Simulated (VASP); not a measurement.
# Ag (Cmcm) in VASP: further runs

Ag is run at these levels: PBEsol; tasks: single point.

All numbers are computed with VASP 6.6.1; they aren't measurements. Logs are shortened: lines on timing, memory, paths and dates and some standing lists are left out, and cuts for length are marked.

### 1 The cell of the first run

The structure is orthorhombic, space group Cmcm (No. 63). The conventional cell has a = 3.225 Å, b = 4.561 Å, c = 4.561 Å, α = 90.00°, β = 90.00°, γ = 90.00°. Within 3.6 Å of Ag (site symmetry m2m) lie 12 Ag at 2.72 to 3.23 Å.

### 2 Single point, PBEsol (atoms displaced along a vibrational mode)

INCAR reads:

```
SYSTEM = Ag
PREC = Accurate ; ENCUT = 520
EDIFF = 1E-6 ; ISMEAR = 0
SIGMA = 0.15 ; LREAL = .False.
LASPH = .True. ; NELM = 60
ALGO = Fast ; ISIF = 2
LWAVE = .False. ; LCHARG = .False.
GGA = PS ; NBANDS = 18
```

KPOINTS reads:

```
regular mesh
0
Gamma
  22 22 14
  0 0 0
```

POSCAR reads:

```
Ag
1.0
   -1.6125573273      1.6125573273      1.6125573273
    1.6125573273     -1.6125573273      1.6125573273
    3.2251146547      3.2251146547      0.0000000000
Ag
2
Direct
   -0.0877000488      0.0877000488      0.0000000000
    0.5877000488      0.4122999512      0.5000000000
```

Potentials or basis: VASP PAW PBE potentials, release 64 (Ag).

Launch:

```console
$ cat potpaw_PBE.64/Ag/POTCAR > POTCAR
$ mpirun -np 1 vasp_std > vasp.out
```

OUTCAR:

```text
SYSTEM = Ag
   PREC = Accurate
   ENCUT = 520
   EDIFF = 1E-6
   ISMEAR = 0
   LREAL = .False.
   LASPH = .True.
   NELM = 60
   ISIF = 2
   GGA = PS

 ion  position               nearest neighbor table
   1  0.912  0.088  0.000-   2 2.72   2 2.72   2 2.91   2 2.91   2 2.91   2 2.91
   2  0.588  0.412  0.500-   1 2.72   1 2.72   1 2.91   1 2.91   1 2.91   1 2.91

  LATTYP: Found a base centered orthorhombic cell.
 ALAT       =     3.2251146546
 B/A-ratio  =     1.4142135624
 C/A-ratio  =     1.4142135624

  Lattice vectors:

 A1 = (  -1.6125573273,   1.6125573273,   1.6125573273)
 A2 = (   1.6125573273,  -1.6125573273,   1.6125573273)
 A3 = (   3.2251146547,   3.2251146547,   0.0000000000)

Analysis of symmetry for initial positions (statically):
=====================================================================
 Subroutine PRICEL returns:
 Original cell was already a primitive cell.

 Routine SETGRP: Setting up the symmetry group for a
 base centered orthorhombic supercell.

 Subroutine GETGRP returns: Found  8 space group operations
 (whereof  4 operations were pure point group operations)
 out of a pool of  8 trial point group operations.

The static configuration has the point symmetry C_2v.
 The point group associated with its full space group is D_2h.

Analysis of symmetry for dynamics (positions and initial velocities):
=====================================================================
 Subroutine PRICEL returns:
 Original cell was already a primitive cell.

 Routine SETGRP: Setting up the symmetry group for a
 base centered orthorhombic supercell.

 Subroutine GETGRP returns: Found  8 space group operations
 (whereof  4 operations were pure point group operations)
 out of a pool of  8 trial point group operations.

The dynamic configuration has the point symmetry C_2v.
 The point group associated with its full space group is D_2h.

 Subroutine INISYM returns: Found  8 space group operations
 (whereof  4 operations are pure point group operations),
 and found     1 'primitive' translations

----------------------------------------------------------------------------------------

                                     Primitive cell

  volume of cell :      33.5456

  direct lattice vectors                    reciprocal lattice vectors
    -1.612557327  1.612557327  1.612557327    -0.155033248  0.155033248  0.310066496
     1.612557327 -1.612557327  1.612557327     0.155033248 -0.155033248  0.310066496
     3.225114655  3.225114655  0.000000000     0.155033248  0.155033248  0.000000000

  length of vectors
     2.793031221  2.793031221  4.561000885     0.379752351  0.379752351  0.219250122

  position of ions in fractional coordinates (direct lattice)
     0.912299951  0.087700049  0.000000000
     0.587700049  0.412299951  0.500000000

  ion indices of the primitive-cell ions
   primitive index   ion index
                 1           1
                 2           2

----------------------------------------------------------------------------------------

 KPOINTS: regular mesh

Automatic generation of k-mesh.
 Grid dimensions read from file:
 generate k-points for:   22   22   14

 Generating k-lattice:

  Cartesian coordinates                     Fractional coordinates (reciprocal lattice)
    -0.007046966  0.007046966  0.014093932     0.045454545  0.000000000  0.000000000
     0.007046966 -0.007046966  0.014093932     0.000000000  0.045454545  0.000000000
     0.011073803  0.011073803  0.000000000     0.000000000  0.000000000  0.071428571

  Length of vectors
     0.017261470  0.017261470  0.015660723

  Shift w.r.t. Gamma in fractional coordinates (k-lattice)
     0.000000000  0.000000000  0.000000000

 Subroutine IBZKPT returns following result:
 ===========================================

 Found   1064 irreducible k-points:

 Following reciprocal coordinates:
            Coordinates               Weight
  0.000000  0.000000  0.000000      1.000000
  0.045455  0.000000  0.000000      4.000000
  0.090909  0.000000  0.000000      4.000000
  0.136364  0.000000  0.000000      4.000000
  0.181818  0.000000  0.000000      4.000000
  0.227273  0.000000  0.000000      4.000000
[... 16 lines left out ...]
  0.500000  0.045455  0.000000      4.000000
 -0.454545  0.045455  0.000000      4.000000
 [... further k-points ...]
   k-points           NKPTS =   1064   k-points in BZ     NKDIM =   1064   number of bands    NBANDS=     18
   number of dos      NEDOS =    301   number of ions     NIONS =      2
   total plane-waves  NPLWV =  20736
   dimension x,y,z NGX =    24 NGY =   24 NGZ =   36
   dimension x,y,z NGXF=    48 NGYF=   48 NGZF=   72
   ions per type =               2
   NGX,Y,Z   is equivalent  to a cutoff of  14.29, 14.29, 13.12 a.u.
   NGXF,Y,Z  is equivalent  to a cutoff of  28.57, 28.57, 26.24 a.u.
 SYSTEM =  Ag
   PREC   = accura    normal or accurate (medium, high low for compatibility)
   ISTART =      0    job   : 0-new  1-cont  2-samecut
   ICHARG =      2    charge: 1-file 2-atom 10-const
   ISPIN  =      1    spin polarized calculation?
   LNONCOLLINEAR =      F non collinear calculations
   LSORBIT =      F    spin-orbit coupling
   LASPH  =      T    aspherical Exc in radial PAW
   ENCUT  =  520.0 eV  38.22 Ry    6.18 a.u.   5.19  5.19  8.48*2*pi/ulx,y,z
   NELM   =     60;   NELMIN=  2; NELMDL= -5     # of ELM steps
   EDIFF  = 0.1E-05   stopping-criterion for ELM
   LREAL  =      F    real-space projection
   EDIFFG = 0.1E-04   stopping-criterion for IOM
   NSW    =      0    number of steps for IOM
   IBRION =     -1    ionic relax: 0-MD 1-quasi-New 2-CG
   NFREE  =      0    steps in history (QN), initial steepest desc. (CG)
   ISIF   =      2    stress and relaxation
   ISYM   =      2    0-nonsym 1-usesym 2-fastsym
   POTIM  = 0.5000    time-step for ionic-motion
   TEBEG  =    0.0;   TEEND  =   0.0 temperature during run
   PSTRESS=    0.0 pullay stress
   NELECT =      22.0000    total number of electrons
   NUPDOWN=      -1.0000    fix difference up-down
   EMIN   =  10.00;   EMAX   =-10.00  energy-range for DOS
   EFERMI =   0.00;   METHOD = LEGACY
   ISMEAR =     0;   SIGMA  =   0.15  broadening in eV -4-tet -1-fermi 0-gaus
   EFERMI_NEDOS =   21; number of points for ismear=-14 and -15
   IALGO  =     68    algorithm
   IMIX   =      4    mixing-type and parameters
     AMIX     =   0.40;   BMIX     =  1.00
     AMIX_MAG =   1.60;   BMIX_MAG =  1.00
  volume/ion in A,a.u.               =      16.77       113.19
  Fermi-wavevector in a.u.,A,eV,Ry     =   1.422342  2.687836 27.525341  2.023056
  Thomas-Fermi vector in A             =   2.543056
   LORBIT       =      0    0 simple, 1 ext, 2 COOP (PROOUT), +10 PAW based schemes
   GGA     = PS    functional components
   LHFCALC =     F    Hartree Fock is set to
   AEXX    =    0.0000 exact exchange contribution
   IVDW    =     0    specifies the selected vdW correction
   LEPSILON=     F    determine dielectric tensor
   LRPA    =     F    only Hartree local field effects (RPA)
 non-spin polarized calculation
 RMM-DIIS sequential band-by-band and
 Gauss-broadening in eV      SIGMA  =   0.15
  energy-cutoff  :      520.00
  volume of cell :       33.55
 maximum number of plane-waves:       922
 NGX is ok and might be reduce to    24
   NGX = 11   NGY = 11   NGZ = 17

 number of electron      21.9999997 magnetization

 Free energy of the ion-electron system (eV)
  ---------------------------------------------------
  ext. energy  EPLUGINS =         0.00000000
  ---------------------------------------------------
  free energy    TOTEN  =        -6.47891526 eV

  energy without entropy =       -6.47299763  energy(sigma->0) =       -6.47595645

 E-fermi :   8.4690     XC(G=0): -12.4959

 val. band max:        8.4621994409   @ k =  -0.4545   0.3636   0.3571
 cond. band min:       8.4698708830   @ k =   0.0455   0.0000   0.0000
 fundamental gap:      0.0076714421
 Fermi energy:         8.4689891912

 k-point     1 :       0.0000    0.0000    0.0000
  band No.  band energies     occupation
      1       0.5131      2.00000
      2       1.9606      2.00000
      3       2.8687      2.00000
      4       3.2273      2.00000
      5       3.7102      2.00000
      6       4.1947      2.00000
[... 10 lines left out ...]
     17      26.8279      0.00000
     18      26.8493      0.00000

 k-point     2 :       0.0455    0.0000    0.0000
  band No.  band energies     occupation
      1       0.5644      2.00000
      2       1.9881      2.00000
      3       2.8741      2.00000
      4       3.2425      2.00000
      5       3.7269      2.00000
      6       4.1661      2.00000
[... 10 lines left out ...]
     17      26.8456      0.00000
     18      26.9823      0.00000

 k-point     3 :       0.0909    0.0000    0.0000
  band No.  band energies     occupation
      1       0.7152      2.00000
      2       2.0632      2.00000
      3       2.8923      2.00000
      4       3.2859      2.00000
      5       3.7821      2.00000
      6       4.0700      2.00000
[... 10 lines left out ...]
     17      26.8107      0.00000
     18      26.8624      0.00000

 k-point     4 :       0.1364    0.0000    0.0000
  band No.  band energies     occupation
      1       0.9553      2.00000
      2       2.1624      2.00000
      3       2.9316      2.00000
      4       3.3501      2.00000
      5       3.8892      2.00000
      6       3.9010      2.00000
[... 375 lines left out ...]
      4       3.4981      2.00000
      5       3.9035      2.00000
      6       4.2485      2.00000
[... 10 lines left out ...]
     17      20.3678      0.00000
     18      25.5838      0.00000

 k-point    23 :       0.5000    0.0455    0.0000
  band No.  band energies     occupation
      1       2.0958      2.00000
      2       2.3990      2.00000
      3       2.4394      2.00000
      4       3.4754      2.00000
      5       3.8982      2.00000
      6       4.2665      2.00000
[... 10 lines left out ...]
     17      20.4931      0.00000
     18      25.6482      0.00000

 k-point    24 :      -0.4545    0.0455    0.0000
  band No.  band energies     occupation
      1       2.1215      2.00000
      2       2.4377      2.00000
      3       2.4470      2.00000
      4       3.4821      2.00000
      5       3.8620      2.00000
      6       4.2909      2.00000
[... 10 lines left out ...]
     17      20.7713      0.00000
     18      25.8059      0.00000

 [... further k-points ...]

------------------------ aborting loop because EDIFF is reached ----------------------------------------

  FORCE on cell =-STRESS in cart. coord.  units (eV):
  Direction    XX          YY          ZZ          XY          YZ          ZX
  --------------------------------------------------------------------------------------
  -------------------------------------------------------------------------------------
  Total        0.8839507      0.8839507     -0.7528063     -0.0748300      0.0000000      0.0000000
  in kB       42.2185321     42.2185321    -35.9549220     -3.5739695      0.0000000      0.0000000
  external PRESSURE =      16.1607141 kB  Pullay stress =       0.0000000 kB

 VOLUME and BASIS-vectors are now :
 -----------------------------------------------------------------------------
  energy-cutoff  :      520.00
  volume of cell :       33.55
      direct lattice vectors                 reciprocal lattice vectors
    -1.612557327  1.612557327  1.612557327    -0.155033248  0.155033248  0.310066496
     1.612557327 -1.612557327  1.612557327     0.155033248 -0.155033248  0.310066496
     3.225114655  3.225114655  0.000000000     0.155033248  0.155033248  0.000000000

 POSITION                                       TOTAL-FORCE (eV/Angst)
 -----------------------------------------------------------------------------------
     -1.32971      1.32971      1.61256        -0.303443      0.303443      0.000000
      1.32971      1.89540      1.61256         0.303443     -0.303443      0.000000
 -----------------------------------------------------------------------------------
    total drift:                               -0.000000     -0.000000     -0.000000

  FREE ENERGIE OF THE ION-ELECTRON SYSTEM (eV)
  ---------------------------------------------------
  free  energy   TOTEN  =        -6.4789152630 eV

  energy  without entropy=       -6.4729976328  energy(sigma->0) =       -6.47595645
```

Wall time 3.8 min (1 thread of AMD EPYC 9R45 (Zen 5), shared host); peak memory 0.56 GiB.

Results:

```
Free energy            : -6.4789 eV
Pressure               : 1.6 GPa
Largest force          : 0.429 eV/Å
Band gap on the k mesh : zero (bands 11 and 12 overlap by 6.99 eV)
```

Forces in eV/Å, atoms in the order of the input:
```
Ag  -0.303  0.303  0.000
Ag   0.303 -0.303  0.000
```

Stress tensor (GPa, compression positive):
```
 4.22 -0.36  0.00
-0.36  4.22  0.00
 0.00  0.00 -3.60
```

Caveat: the cell differs from its parent crystal (atoms displaced along a vibrational mode); the PAW data sets were made with another functional, which shifts forces and pressure a little.

### 3 Single point, PBEsol (atoms displaced along a vibrational mode)

INCAR reads:

```
PREC = Accurate
ENCUT = 520
EDIFF = 1E-7
ISMEAR = 0
SIGMA = 0.15
LREAL = False
LASPH = True
NELM = 100
ALGO = Fast
ISIF = 2
LWAVE = False
LCHARG = False
GGA = PS
NBANDS = 18
```

KPOINTS reads:

```
Automatic mesh
0
Gamma
  22 22 14
```

POSCAR reads:

```
Ag
1.0
   -1.6125573273      1.6125573273      1.6125573273
    1.6125573273     -1.6125573273      1.6125573273
    3.2251146547      3.2251146547      0.0000000000
Ag
2
Direct
    0.0657750366     -0.0657750366      0.0000000000
    0.4342249634      0.5657750366      0.5000000000
```

Potentials or basis: VASP PAW PBE potentials, release 64 (Ag).

Launch:

```console
$ cat potpaw_PBE.64/Ag/POTCAR > POTCAR
$ mpirun -np 1 vasp_std > vasp.out
```

Wall time 4.9 min (1 thread of AMD EPYC 9R45 (Zen 5), shared host); peak memory 0.55 GiB.

Results (log left out):

| Item | Value |
| --- | --- |
| Free energy | -6.5352 eV |
| Pressure | 0.5 GPa |
| Largest force | 0.156 eV/Å |
| Band gap on the k mesh | zero (bands 11 and 12 overlap by 7.24 eV) |

Forces on the atoms (eV/Å):
```
Ag   0.110 -0.110  0.000
Ag  -0.110  0.110  0.000
```

Stress tensor (GPa, compression positive):
```
 1.85 -0.98  0.00
-0.98  1.85  0.00
 0.00  0.00 -2.18
```

Levels at points of the mesh, in eV from the Fermi level:
```csv
k point,band 7,band 8,band 9,band 10,band 11,band 12,band 13,band 14,band 15,band 16
"(0.00, 0.00, 0.00)",-4.04,-3.81,-3.71,-3.07,-2.97,-0.16,4.24,14.06,15.39,17.68
"(0.50, 0.00, 0.00)",-4.12,-3.36,-3.19,-2.85,-0.23,0.79,6.96,7.20,9.00,9.90
"(0.50, 0.50, 0.00)",-3.49,-2.90,-2.68,-2.63,0.68,3.30,6.89,8.13,8.15,11.93
"(0.00, 0.00, 0.50)",-4.14,-4.14,-3.62,-3.62,-3.15,-3.15,12.17,12.17,15.25,15.25
"(0.50, 0.00, 0.50)",-3.41,-3.41,-2.80,-2.80,0.09,0.09,4.04,4.04,14.12,14.12
"(0.50, 0.50, 0.50)",-3.32,-3.32,-2.64,-2.64,2.19,2.19,6.07,6.07,10.22,10.22
```

Caveat: the cell differs from its parent crystal (atoms displaced along a vibrational mode); the PAW data sets were made with another functional, which shifts forces and pressure a little.
